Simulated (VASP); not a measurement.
# TiO2 (P4_2/mnm) in VASP: single point with HF

Aim: the single point of TiO2 with HF.

Program: VASP 6.6.1. These are calculated values, not measurements. Logs are shortened: lines on timing, memory, paths and dates and some standing lists are left out, and cuts for length are marked.

**1. The cell of the first run**

It takes space group P4_2/mnm (No. 136, tetragonal). The conventional cell has a = 4.597 Å, b = 4.597 Å, c = 2.953 Å, α = 90.00°, β = 90.00°, γ = 90.00°. Ti (site symmetry mmm) has 6 O at 1.95 to 1.98 Å within 2.6 Å. Within 2.6 Å of O (site symmetry m2m) lie 3 Ti at 1.95 to 1.98 Å and 1 O at 2.54 Å.

**2. Single point, HF**

The input, POSCAR:

```
TiO2
1.0
    4.5968534828      0.0000000000      0.0000000000
    0.0000000000      4.5968534828      0.0000000000
    0.0000000000      0.0000000000      2.9534912833
Ti O
2 4
Direct
    0.0000000000      0.0000000000      0.0000000000
    0.5000000000      0.5000000000      0.5000000000
    0.3046432215      0.3046432215      0.0000000000
    0.1953567785      0.8046432215      0.5000000000
    0.8046432215      0.1953567785      0.5000000000
    0.6953567785      0.6953567785      0.0000000000
```

The input, INCAR.step1:

```
ALGO     = Normal         # electronic algorithm
EDIFF    = 1E-5           # SCF threshold, eV
ENCUT    = 520            # plane-wave cutoff, eV
GGA      = PE             # functional
ISIF     = 2              # what is computed and relaxed
ISMEAR   = 0              # smearing method
KPAR     = 4            
LASPH    = T              # aspherical terms in the spheres
LCHARG   = F              # write CHGCAR
LREAL    = F              # projectors in reciprocal space
LWAVE    = T              # write WAVECAR
NBANDS   = 33             # bands
NELM     = 80             # most SCF steps
PREC     = Accurate       # precision mode
SIGMA    = 0.01           # smearing width, eV
```

The input, INCAR.step2:

```
AEXX     = 1.0            # exact-exchange fraction
AGGAC    = 0.0          
ALDAC    = 0.0          
ALGO     = Normal         # electronic algorithm
EDIFF    = 1E-6           # SCF threshold, eV
ENCUT    = 520            # plane-wave cutoff, eV
GGA      = PE             # functional
ISIF     = 2              # what is computed and relaxed
ISMEAR   = 0              # smearing method
ISTART   = 1            
KPAR     = 4            
LASPH    = T              # aspherical terms in the spheres
LCHARG   = F              # write CHGCAR
LHFCALC  = T              # exact exchange
LREAL    = F              # projectors in reciprocal space
LWAVE    = F              # write WAVECAR
NBANDS   = 33             # bands
NELM     = 80             # most SCF steps
PREC     = Accurate       # precision mode
PRECFOCK = Fast         
SIGMA    = 0.01           # smearing width, eV
```

The input, KPOINTS:

```
k-points
0
Gamma
  4 4 6
```

Potentials or basis: VASP PAW PBE potentials, release 64 (Ti_sv, O).

Launch:

```
$ cat potpaw_PBE.64/Ti_sv/POTCAR potpaw_PBE.64/O/POTCAR > POTCAR
$ cp INCAR.step1 INCAR
$ mpirun -np 4 vasp_std > vasp.out
$ cp INCAR.step2 INCAR
$ mpirun -np 4 vasp_std > vasp.out
```

OUTCAR:

```text
AEXX = 1.0
   EDIFF = 1E-6
   ENCUT = 520
   GGA = PE
   ISIF = 2
   ISMEAR = 0
   ISTART = 1
   LASPH = T
   LHFCALC = T
   LREAL = F
   NELM = 80
   PREC = Accurate
   PRECFOCK = Fast

 ion  position               nearest neighbor table
   1  0.000  0.000  0.000-   4 1.95   5 1.95   4 1.95   5 1.95   3 1.98   6 1.98
   2  0.500  0.500  0.500-   3 1.95   6 1.95   3 1.95   6 1.95   5 1.98   4 1.98
   3  0.305  0.305  0.000-   2 1.95   2 1.95   1 1.98
   4  0.195  0.805  0.500-   1 1.95   1 1.95   2 1.98
   5  0.805  0.195  0.500-   1 1.95   1 1.95   2 1.98
   6  0.695  0.695  0.000-   2 1.95   2 1.95   1 1.98

  LATTYP: Found a simple tetragonal cell.
 ALAT       =     4.5968534828
 C/A-ratio  =     0.6425028107

  Lattice vectors:

 A1 = (   4.5968534828,   0.0000000000,   0.0000000000)
 A2 = (   0.0000000000,   4.5968534828,   0.0000000000)
 A3 = (   0.0000000000,   0.0000000000,   2.9534912833)

Analysis of symmetry for initial positions (statically):
=====================================================================
 Subroutine PRICEL returns:
 Original cell was already a primitive cell.

 Routine SETGRP: Setting up the symmetry group for a
 simple tetragonal supercell.

 Subroutine GETGRP returns: Found 16 space group operations
 (whereof  8 operations were pure point group operations)
 out of a pool of 16 trial point group operations.

The static configuration has the point symmetry D_2h.
 The point group associated with its full space group is D_4h.

Analysis of symmetry for dynamics (positions and initial velocities):
=====================================================================
 Subroutine PRICEL returns:
 Original cell was already a primitive cell.

 Routine SETGRP: Setting up the symmetry group for a
 simple tetragonal supercell.

 Subroutine GETGRP returns: Found 16 space group operations
 (whereof  8 operations were pure point group operations)
 out of a pool of 16 trial point group operations.

The dynamic configuration has the point symmetry D_2h.
 The point group associated with its full space group is D_4h.

 Subroutine INISYM returns: Found 16 space group operations
 (whereof  8 operations are pure point group operations),
 and found     1 'primitive' translations

----------------------------------------------------------------------------------------

                                     Primitive cell

  volume of cell :      62.4104

  direct lattice vectors                    reciprocal lattice vectors
     4.596853483  0.000000000  0.000000000     0.217540107  0.000000000  0.000000000
     0.000000000  4.596853483  0.000000000     0.000000000  0.217540107  0.000000000
     0.000000000  0.000000000  2.953491283     0.000000000  0.000000000  0.338582343

  length of vectors
     4.596853483  4.596853483  2.953491283     0.217540107  0.217540107  0.338582343

  position of ions in fractional coordinates (direct lattice)
     0.000000000  0.000000000  0.000000000
     0.500000000  0.500000000  0.500000000
     0.304643222  0.304643222  0.000000000
     0.195356778  0.804643222  0.500000000
     0.804643222  0.195356778  0.500000000
     0.695356778  0.695356778  0.000000000

  ion indices of the primitive-cell ions
   primitive index   ion index
                 1           1
                 2           2
                 3           3
                 4           4
                 5           5
                 6           6

----------------------------------------------------------------------------------------

 KPOINTS: k-points

Automatic generation of k-mesh.
 Grid dimensions read from file:
 generate k-points for:    4    4    6

 Generating k-lattice:

  Cartesian coordinates                     Fractional coordinates (reciprocal lattice)
     0.054385027  0.000000000  0.000000000     0.250000000  0.000000000  0.000000000
     0.000000000  0.054385027  0.000000000     0.000000000  0.250000000  0.000000000
     0.000000000  0.000000000  0.056430391     0.000000000  0.000000000  0.166666667

  Length of vectors
     0.054385027  0.054385027  0.056430391

  Shift w.r.t. Gamma in fractional coordinates (k-lattice)
     0.000000000  0.000000000  0.000000000

 Subroutine IBZKPT returns following result:
 ===========================================

 Found     24 irreducible k-points:

 Following reciprocal coordinates:
            Coordinates               Weight
  0.000000  0.000000  0.000000      1.000000
  0.250000  0.000000  0.000000      4.000000
  0.500000  0.000000  0.000000      2.000000
  0.250000  0.250000  0.000000      4.000000
  0.500000  0.250000  0.000000      4.000000
  0.500000  0.500000  0.000000      1.000000
[... 16 lines left out ...]
  0.500000  0.250000  0.500000      4.000000
  0.500000  0.500000  0.500000      1.000000
   k-points           NKPTS =     24   k-points in BZ     NKDIM =     96   number of bands    NBANDS=     33
   number of dos      NEDOS =    301   number of ions     NIONS =      6
   total plane-waves  NPLWV =  31104
   dimension x,y,z NGX =    36 NGY =   36 NGZ =   24
   dimension x,y,z NGXF=    72 NGYF=   72 NGZF=   48
   ions per type =               2   4
   NGX,Y,Z   is equivalent  to a cutoff of  13.02, 13.02, 13.51 a.u.
   NGXF,Y,Z  is equivalent  to a cutoff of  26.04, 26.04, 27.02 a.u.
 SYSTEM =  unknown system
   PREC   = accura    normal or accurate (medium, high low for compatibility)
   ISTART =      1    job   : 0-new  1-cont  2-samecut
   ICHARG =      0    charge: 1-file 2-atom 10-const
   ISPIN  =      1    spin polarized calculation?
   LNONCOLLINEAR =      F non collinear calculations
   LSORBIT =      F    spin-orbit coupling
   LASPH  =      T    aspherical Exc in radial PAW
   ENCUT  =  520.0 eV  38.22 Ry    6.18 a.u.   8.55  8.55  5.49*2*pi/ulx,y,z
   NELM   =     80;   NELMIN=  2; NELMDL=  0     # of ELM steps
   EDIFF  = 0.1E-05   stopping-criterion for ELM
   LREAL  =      F    real-space projection
   EDIFFG = 0.1E-04   stopping-criterion for IOM
   NSW    =      0    number of steps for IOM
   IBRION =     -1    ionic relax: 0-MD 1-quasi-New 2-CG
   NFREE  =      0    steps in history (QN), initial steepest desc. (CG)
   ISIF   =      2    stress and relaxation
   ISYM   =      3    0-nonsym 1-usesym 2-fastsym
   POTIM  = 0.5000    time-step for ionic-motion
   TEBEG  =    0.0;   TEEND  =   0.0 temperature during run
   PSTRESS=    0.0 pullay stress
   NELECT =      48.0000    total number of electrons
   NUPDOWN=      -1.0000    fix difference up-down
   EMIN   =  10.00;   EMAX   =-10.00  energy-range for DOS
   EFERMI =   0.00;   METHOD = LEGACY
   ISMEAR =     0;   SIGMA  =   0.01  broadening in eV -4-tet -1-fermi 0-gaus
   EFERMI_NEDOS =   21; number of points for ismear=-14 and -15
   IALGO  =     38    algorithm
   IMIX   =      1    mixing-type and parameters
     AMIX     =   0.40;   BMIX     =  1.00
     AMIX_MAG =   1.60;   BMIX_MAG =  1.00
  volume/ion in A,a.u.               =      10.40        70.19
  Fermi-wavevector in a.u.,A,eV,Ry     =   1.499925  2.834447 30.610051  2.249775
  Thomas-Fermi vector in A             =   2.611492
   LORBIT       =      0    0 simple, 1 ext, 2 COOP (PROOUT), +10 PAW based schemes
   GGA     = PE    functional components
   LHFCALC =     T    Hartree Fock is set to
   PRECFOCK=fast      Normal, Fast or Accurate (Low or Medium for compatibility)
   ENCUT4O =  -1.0   cutoff for four orbital integrals eV
   NKREDX  =     1    reduce k-point grid by
   NKREDY  =     1    reduce k-point grid by
   NKREDZ  =     1    reduce k-point grid by
   AEXX    =    1.0000 exact exchange contribution
   HFSCREEN=    0.0000 screening length (either q_TF or 0.3 A-1)
   HFSCREENC=   0.0000 screening length for correlation (either q_TF or 0.3 A-1)
   ENCUTFOCK=  -1.0 apply spherical cutoff to Coloumb kernel
   IVDW    =     0    specifies the selected vdW correction
   LEPSILON=     F    determine dielectric tensor
   LRPA    =     F    only Hartree local field effects (RPA)
 non-spin polarized calculation
 Gauss-broadening in eV      SIGMA  =   0.01
  energy-cutoff  :      520.00
  volume of cell :       62.41
 maximum number of plane-waves:      1698
 NGX is ok and might be reduce to    36
  NGX = 20; NGY = 20; NGZ = 12

 number of electron      48.0000021 magnetization

 Free energy of the ion-electron system (eV)
  ---------------------------------------------------
  ext. energy  EPLUGINS =         0.00000000
  ---------------------------------------------------
  free energy    TOTEN  =      -118.68243706 eV

  energy without entropy =     -118.68243706  energy(sigma->0) =     -118.68243706

 E-fermi :   0.3903     XC(G=0):   0.0000

 val. band max:        0.2556014745   @ k =   0.0000   0.0000   0.0000
 cond. band min:      12.7476874074   @ k =   0.5000   0.5000   0.0000
 fundamental gap:     12.4920859329
 Fermi energy:         0.3902886705

 k-point     1 :       0.0000    0.0000    0.0000
  band No.  band energies     occupation
      1     -72.9977      2.00000
      2     -72.9773      2.00000
      3     -42.5817      2.00000
      4     -42.5817      2.00000
      5     -42.3548      2.00000
      6     -42.3548      2.00000
[... 25 lines left out ...]
     32      18.2321      0.00000
     33      18.2328      0.00000

 k-point     2 :       0.2500    0.0000    0.0000
  band No.  band energies     occupation
      1     -72.9948      2.00000
      2     -72.9803      2.00000
      3     -42.5547      2.00000
      4     -42.5531      2.00000
      5     -42.3857      2.00000
      6     -42.3840      2.00000
[... 25 lines left out ...]
     32      17.8443      0.00000
     33      17.9209      0.00000
[... 754 lines left out ...]
     32      16.4819      0.00000
     33      18.4433      0.00000

 k-point    24 :       0.5000    0.5000    0.5000
  band No.  band energies     occupation
      1     -72.9427      2.00000
      2     -72.9427      2.00000
      3     -42.8593      2.00000
      4     -42.8593      2.00000
      5     -42.3864      2.00000
      6     -42.3863      2.00000
[... 25 lines left out ...]
     32      17.2832      0.00000
     33      17.3859      0.00000

------------------------ aborting loop because EDIFF is reached ----------------------------------------

  FORCE on cell =-STRESS in cart. coord.  units (eV):
  Direction    XX          YY          ZZ          XY          YZ          ZX
  --------------------------------------------------------------------------------------
  -------------------------------------------------------------------------------------
  Total       -1.3048417     -1.3048417      0.5533745      0.0000000      0.0000000      0.0000000
  in kB      -33.4974214    -33.4974214     14.2060302      0.0000000      0.0000000      0.0000000
  external PRESSURE =     -17.5962709 kB  Pullay stress =       0.0000000 kB

 VOLUME and BASIS-vectors are now :
 -----------------------------------------------------------------------------
  energy-cutoff  :      520.00
  volume of cell :       62.41
      direct lattice vectors                 reciprocal lattice vectors
     4.596853483  0.000000000  0.000000000     0.217540107  0.000000000  0.000000000
     0.000000000  4.596853483  0.000000000     0.000000000  0.217540107  0.000000000
     0.000000000  0.000000000  2.953491283     0.000000000  0.000000000  0.338582343

 POSITION                                       TOTAL-FORCE (eV/Angst)
 -----------------------------------------------------------------------------------
      0.00000      0.00000      0.00000         0.000000      0.000000      0.000000
      2.29843      2.29843      1.47675         0.000000      0.000000      0.000000
      1.40040      1.40040      0.00000         0.113357      0.113357      0.000000
      0.89803      3.69883      1.47675        -0.113357      0.113357      0.000000
      3.69883      0.89803      1.47675         0.113357     -0.113357      0.000000
      3.19645      3.19645      0.00000        -0.113357     -0.113357      0.000000
 -----------------------------------------------------------------------------------
    total drift:                                0.000005      0.000000      0.000003

  FREE ENERGIE OF THE ION-ELECTRON SYSTEM (eV)
  ---------------------------------------------------
  free  energy   TOTEN  =      -118.6824370619 eV

  energy  without entropy=     -118.6824370619  energy(sigma->0) =     -118.68243706
```

It took 45 min on 4 MPI ranks of Intel Xeon Platinum 8259CL at 2.50GHz (Skylake/Cascade Lake), shared host; peak memory 0.22 GiB.

Results:

| Item | Value |
| --- | --- |
| Free energy | -118.6824 eV |
| Pressure | -1.8 GPa |
| Largest force | 0.160 eV/Å |
| Band gap on the k mesh | 12.49 eV (least direct gap 12.54 eV) |

Forces in eV/Å, atoms in the order of the input:
```
Ti   0.000  0.000  0.000
Ti   0.000  0.000  0.000
O    0.113  0.113  0.000
O   -0.113  0.113  0.000
O    0.113 -0.113  0.000
O   -0.113 -0.113  0.000
```

Caveat: the structure was generated, so it needn't be the stable form of TiO2; the PAW data sets were made with another functional, which shifts forces and pressure a little. A k mesh can miss the band edges.
